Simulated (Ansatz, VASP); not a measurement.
One calculation of NaH, two programs

The input INCAR:

```
ALGO     = Normal         # electronic algorithm
EDIFF    = 1E-6           # SCF threshold, eV
ENCUT    = 520            # plane-wave cutoff, eV
GGA      = PE             # functional
ISIF     = 2              # what is computed and relaxed
ISMEAR   = 0              # smearing method
LASPH    = True           # aspherical terms in the spheres
LCHARG   = False          # write CHGCAR
LREAL    = False          # projectors in reciprocal space
LWAVE    = False          # write WAVECAR
NBANDS   = 11             # bands
NELM     = 80             # most SCF steps
PREC     = Accurate       # precision mode
SIGMA    = 0.05           # smearing width, eV
```

Contents of KPOINTS:

```
k-points
0
Gamma
  10 10 10
```

File POSCAR:

```
NaH
1.0
    3.0216142900      0.0000000000      0.0000000000
    0.0000000000      2.8886337100      0.0000000000
    0.0000000000      0.0000000000      2.9551240000
Na H
1 1
Direct
    0.0000000000      0.0000000000      0.0000000000
    0.5000000000      0.5000000000      0.5000000000
```

Input for Ansatz:

```yaml
crystal:
  lattice:
    - [3.02161429, 0.0, 0.0]
    - [0.0, 2.88863371, 0.0]
    - [0.0, 0.0, 2.955124]
  atoms:
    - { symbol: Na, position: [0.0, 0.0, 0.0] }
    - { symbol: H, position: [0.5, 0.5, 0.5] }
basis:
  ecutwfc: 420
kpoints:
  mp_grid: { grid: [10, 10, 10] }
hamiltonian:
  xc: pbe
scf:
  occupations: { method: gaussian, width: 0.05 }
output:
  forces: true
  stress: true
  eigenvalues: true
```

Change from the starting cell: strain +0.0225 x Voigt [1, -1, 0, 0, 0, 0], atoms carried along.

Alike in both runs: task single point; functional PBE; k mesh 10 × 10 × 10; occupations gaussian, width 0.05 eV; no spin polarisation.

|  | VASP | Ansatz |
| --- | --- | --- |
| version | VASP 6.6.1 | Ansatz 0.2.0 |
| potentials or method | VASP PAW PBE potentials, release 64 (Na_pv, H), cutoff 520 eV | scalar-relativistic, plane waves, PAW |
| valence electrons in the cell | 8 | 10 |

Ansatz gave:

- gap on the k mesh at the Fermi level (eV): 0.81
- least direct gap on the mesh (eV): 4.36
- pressure (GPa): 0.3
- traceless stress, the component that is largest in VASP (GPa): 2.56

Question: What did VASP give for the same quantities?

Answer: gap on the k mesh at the Fermi level (eV): 0.81; least direct gap on the mesh (eV): 4.36; pressure (GPa): 0.2; traceless stress, the component that is largest in VASP (GPa): 2.56.

VASP's potentials hold 8 valence electrons a cell and Ansatz's 10, so a difference there can come from the potentials and not from the codes.
